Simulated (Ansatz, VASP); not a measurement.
Ga: VASP beside Ansatz

```
Ga
1.0
     0.00000    2.97961    2.97961
     2.97961    0.00000    2.97961
     2.97961    2.97961    0.00000
Ga
2
Cartesian
  0.7449 0.7449 0.7449
  5.2143 5.2143 5.2143
```

Alike in both runs: task relaxation of cell and atoms; functional RPBE; k mesh 9 × 9 × 9; occupations fermi-dirac, width 0.1 eV; no spin polarisation.

```csv
,VASP,Ansatz
version,VASP 6.6.1,Ansatz 0.2.0
potentials or method,"VASP PAW PBE potentials, release 64 (Ga_d), cutoff 600 eV","plane waves (420 eV) with PAW, scalar-relativistic"
valence electrons in the cell,26,26
```

VASP gave:

* relaxed volume (Å³/atom): 26.64
* relaxed length of the cell vector where the two differ most in proportion (Å): 4.223

Problem. Estimate Ansatz's values.

Solution. Relaxed volume (Å³/atom): 26.62; relaxed length of the cell vector where the two differ most in proportion (Å): 4.223.

VASP's potentials were made for PBE, not for RPBE.
